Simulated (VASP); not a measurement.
## InSb3: single point with PBEsol

InSb3:

```
Sb In
1.0
     4.80637    0.00000    0.00000
     0.00000    4.80637    0.00000
     0.00000    0.00000    4.80637
Sb In
3 1
Direct
  0.50000 0.50000 0.00000
  0.00000 0.50000 0.50000
  0.50000 0.00000 0.50000
  0.00000 0.00000 0.00000
```

```json
{"Program": "VASP 6.6.1", "Task": "single point", "Functional": "PBEsol", "Potentials or basis": "VASP PAW PBE potentials, release 64 (Sb, In_d)", "Cutoff": "520 eV", "k mesh": "5 × 5 × 5", "Occupations": "fermi-dirac, width 0.05 eV", "Spin": "no spin polarisation", "Dipole correction": "no", "Further INCAR settings": "ALGO = Normal; EDIFF = 1e-07; NBANDS = 22"}
```

```json
{"Pressure": "-2.5 GPa", "Band gap on the k mesh": "zero (band 14 reaches 10.08 eV, above the bottom of band 15 at 6.95 eV)"}
```

Levels at points of the mesh, in eV from the Fermi level:
| k point | band 11 | band 12 | band 13 | band 14 | band 15 | band 16 | band 17 | band 18 |
| --- | --- | --- | --- | --- | --- | --- | --- | --- |
| (0.00, 0.00, 0.00) | -4.28 | -3.64 | 0.46 | 0.46 | 0.46 | 1.72 | 1.72 | 1.72 |

Run time: 11 s on 1 thread of AMD EPYC 9R45 96-Core Processor (Zen 5) (shared host), peak memory 0.18 GiB.

Caveat: the PAW data sets were made with another functional, which shifts forces and pressure a little; spin-orbit coupling is left out, which moves the levels of the heavy elements.
